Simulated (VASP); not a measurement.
Crystal: SnTe.

```
Te Sn
1.0
     3.90470    0.00000    0.00000
     0.00000    3.90470    0.00000
     0.00000    0.00000    3.90470
Te Sn
1 1
Cartesian
  1.9524 1.9524 1.9524
  0.0000 0.0000 0.0000
```

```yaml
Program: VASP 6.6.1
Task: relaxation of cell and atoms
Functional: BLYP
Dispersion: D3(BJ)
Potentials_or_basis: VASP PAW PBE potentials, release 64 (Te, Sn_d)
Cutoff: 600 eV
k_mesh: 7 × 7 × 7
Occupations: fermi-dirac, width 0.05 eV
Spin: no spin polarisation
```

At the start: pressure -0.7 GPa; volume 29.77 Å³/atom.

Question: How do energy, volume and symmetry change on relaxing?

Answer: Over 4 steps the energy falls by 2.4 meV/atom and the volume is 28.85 Å³/atom (-3.1 %); space group Pm-3m (No. 221, to 0.05 Å).

The path:
```tsv
step	energy change (eV)	largest force (eV/Å)	pressure (GPa)	volume (Å³)
1	0.0000	0.0000	-0.69	59.53
2	-0.0040	0.0000	-0.39	58.44
3	-0.0049	0.0000	-0.09	57.87
4	-0.0049	0.0000	0.01	57.71
```

Final structure:
```yaml
crystal:
  lattice:
    - [3.86438, 0.00000, 0.00000]
    - [0.00000, 3.86438, 0.00000]
    - [0.00000, 0.00000, 3.86438]
  atoms:
    - { symbol: Te, position: [0.50000, 0.50000, 0.50000] }
    - { symbol: Sn, position: [0.00000, 0.00000, 0.00000] }
```

Caveat: the PAW data sets were made with another functional, which shifts forces and pressure a little; pairwise dispersion overbinds metals, which lowers pressure and volume.
